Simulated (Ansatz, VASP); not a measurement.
# Si4N in VASP and in Ansatz

```
CELL_PARAMETERS angstrom
3.83334 0.00000 0.00000
0.00000 3.83334 0.00000
0.00000 0.00000 21.10348
ATOMIC_POSITIONS crystal
Si 0.00000 0.50000 0.18954
Si 0.00000 0.00000 0.25376
Si 0.50000 0.00000 0.32071
Si 0.50000 0.50000 0.38399
N 0.87500 0.75000 0.52614
```

Alike in both runs: task single point; functional PBE; dispersion D3(BJ); k mesh 7 × 7 × 1; occupations gaussian, width 0.05 eV; collinear spin.

|  | VASP | Ansatz |
| --- | --- | --- |
| version | VASP 6.6.1 | Ansatz 0.2.0 |
| potentials or method | VASP PAW PBE potentials, release 64 (Si, N), cutoff 520 eV | scalar-relativistic, plane waves, PAW |
| valence electrons in the cell | 21 | 21 |

VASP gave:

- gap on the k mesh at the Fermi level (eV): none
- rms of the force components (eV/Å): 0.074
- net moment per atom (μB): 0.53
- size of the moment on the site where the two differ most (μB): 1.90

**Question.** Which values does Ansatz return?

**Answer.** gap on the k mesh at the Fermi level (eV): none; rms of the force components (eV/Å): 0.074; net moment per atom (μB): 0.53; size of the moment on the site where the two differ most (μB): 2.78.

Site moments also hang on the region over which each program counts them. Atom by atom the forces differ by 0.002 eV/Å (rms over components). A gap of «none» marks a metal or a gap that the smearing closes.
